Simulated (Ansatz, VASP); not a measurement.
# Two plane-wave programs on InSe

Contents of INCAR:

```
SYSTEM = InSe
ALGO = Normal
EDIFF = 1E-7
ENCUT = 520
GGA = RE
ISIF = 2
ISMEAR = -1
LASPH = .TRUE.
LCHARG = .FALSE.
LREAL = .FALSE.
LWAVE = .FALSE.
NBANDS = 48
NELM = 100
PREC = Accurate
SIGMA = 0.05
```

File KPOINTS:

```
k-points
0
G
  6 6 2
  0 0 0
```

POSCAR

```
InSe
1.0
    4.0473293151      0.0000000000      0.0000000000
   -2.0236646576      3.5050900044      0.0000000000
    0.0000000000      0.0000000000     18.0520649100
In Se
4 4
Direct
    0.3333333333      0.6666666667      0.0773904900
    0.3333333333      0.6666666667      0.9226095100
    0.0000000000      0.0000000000      0.4226063200
    0.0000000000      0.0000000000      0.5773936800
    0.3333333333      0.6666666667      0.3529842800
    0.3333333333      0.6666666667      0.6470157200
    0.6666666667      0.3333333333      0.1469999300
    0.6666666667      0.3333333333      0.8530000700
```

The input input.yaml:

```yaml
crystal:
  lattice:
    - [4.0473293151, 0.0, 0.0]
    - [-2.0236646576, 3.5050900044, 0.0]
    - [0.0, 0.0, 18.05206491]
  atoms:
    - { symbol: In, position: [0.3333333333, 0.6666666667, 0.07739049] }
    - { symbol: In, position: [0.3333333333, 0.6666666667, 0.92260951] }
    - { symbol: In, position: [0.0, 0.0, 0.42260632] }
    - { symbol: In, position: [0.0, 0.0, 0.57739368] }
    - { symbol: Se, position: [0.3333333333, 0.6666666667, 0.35298428] }
    - { symbol: Se, position: [0.3333333333, 0.6666666667, 0.64701572] }
    - { symbol: Se, position: [0.6666666667, 0.3333333333, 0.14699993] }
    - { symbol: Se, position: [0.6666666667, 0.3333333333, 0.85300007] }
hamiltonian:
  xc: revpbe
  pseudopotentials: { kind: paw }
kpoints:
  mp_grid: { grid: [6, 6, 2] }
  band_path:
    path:
      - [[0.0, 0.0, 0.0], [0.5, 0.0, 0.0], [0.3333333333, 0.3333333333, 0.0], [0.0, 0.0, 0.0], [0.0, 0.0, 0.5], [0.5, 0.0, 0.5], [0.3333333333, 0.3333333333, 0.5], [0.0, 0.0, 0.5]]
      - [[0.5, 0.0, 0.5], [0.5, 0.0, 0.0]]
      - [[0.3333333333, 0.3333333333, 0.0], [0.3333333333, 0.3333333333, 0.5]]
    npoints: 10
scf:
  occupations: { method: fermi_dirac, width: 0.05 }
  n_extra_bands: 20
output:
  forces: true
  stress: true
  eigenvalues: true
  fatbands: true
```

Alike in both runs: functional revPBE; k mesh 6 × 6 × 2; occupations fermi-dirac, width 0.05 eV; no spin polarisation.

|  | VASP | Ansatz |
| --- | --- | --- |
| version | VASP 6.6.1 | Ansatz 0.2.0 |
| potentials or method | VASP PAW PBE potentials, release 64 (In_d, Se) | Ansatz PAW |
| plane-wave cutoff (eV) | 520 | 420 |
| valence electrons in the cell | 76 | 116 |
| task | single point | band structure |

|  | VASP | Ansatz | Ansatz less VASP |
| --- | --- | --- | --- |
| gap on the k mesh at the Fermi level (eV) | 0.83 | 0.84 | +0.012 |
| least direct gap on the mesh (eV) | 0.83 | 0.84 | +0.012 |
| pressure (GPa) | 2.6 | 2.6 | -0.04 |
| traceless stress, the component that is largest in VASP (GPa) | -0.09 | -0.08 | +0.002 |
| rms of the force components (eV/Å) | 0.142 | 0.133 | -0.0082 |

VASP's potentials were made for PBE, not for revPBE. Atom by atom the forces differ by 0.009 eV/Å (rms over components). The functional is the same, so the differences come from potentials, cutoffs and numerics. VASP's potentials hold 76 valence electrons a cell and Ansatz's 116, so a difference there can come from the potentials and not from the codes.
